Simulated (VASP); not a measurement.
Input of a VASP 6.6.1 run:

File POSCAR:

```
AlN
1.0
    3.1065679352      0.0000000000      0.0000000000
   -1.5532839676      2.6903667505      0.0000000000
    0.0000000000      0.0000000000      4.9780667183
Al N
2 2
Direct
    0.3333333333      0.6666666667     -0.0353304574
    0.6666666667      0.3333333333      0.4646695426
    0.3333333333      0.6666666667      0.4173304574
    0.6666666667      0.3333333333      0.9173304574
```

INCAR.step1

```
  PREC = Accurate
  ENCUT = 520
  ISMEAR = 0
  SIGMA = 0.01
  LREAL = False
  LASPH = True
  NELM = 80
  NBANDS = 16
  GGA = PE
  ALGO = Normal
  EDIFF = 1E-4
  LWAVE = True
  LCHARG = False
```

File INCAR.step2:

```
  PREC = Accurate
  ENCUT = 520
  EDIFF = 1E-6
  ISMEAR = 0
  SIGMA = 0.01
  LREAL = False
  LASPH = True
  NELM = 80
  ALGO = Normal
  ISIF = 2
  LWAVE = False
  LCHARG = False
  METAGGA = R2SCAN
  LMIXTAU = True
  NBANDS = 16
  ISTART = 1
```

Contents of KPOINTS:

```
regular mesh
0
Gamma
  9 9 6
```

Potentials or basis: VASP PAW PBE potentials, release 64 (Al, N).

Launch:

```sh
$ cat potpaw_PBE.64/Al/POTCAR potpaw_PBE.64/N/POTCAR > POTCAR
$ cp INCAR.step1 INCAR
$ mpirun -np 1 vasp_std > vasp.out
$ cp INCAR.step2 INCAR
$ mpirun -np 1 vasp_std > vasp.out
```

Task: What does it give for the band gap on the k mesh?

Result: 3.73 eV, direct.

Task: What does it give for the largest force?

Result: 1.279 eV/Å.

Task: What does it give for the pressure?

Result: 5.8 GPa.

Forces on the atoms (eV/Å):
```
Al   0.000  0.000  1.279
Al   0.000  0.000  1.279
N    0.000  0.000 -1.279
N    0.000  0.000 -1.279
```

Caveat: the PAW data sets were made with another functional, which shifts forces and pressure a little. r2SCAN opens gaps a little over a GGA but as a rule still falls short of measured ones.
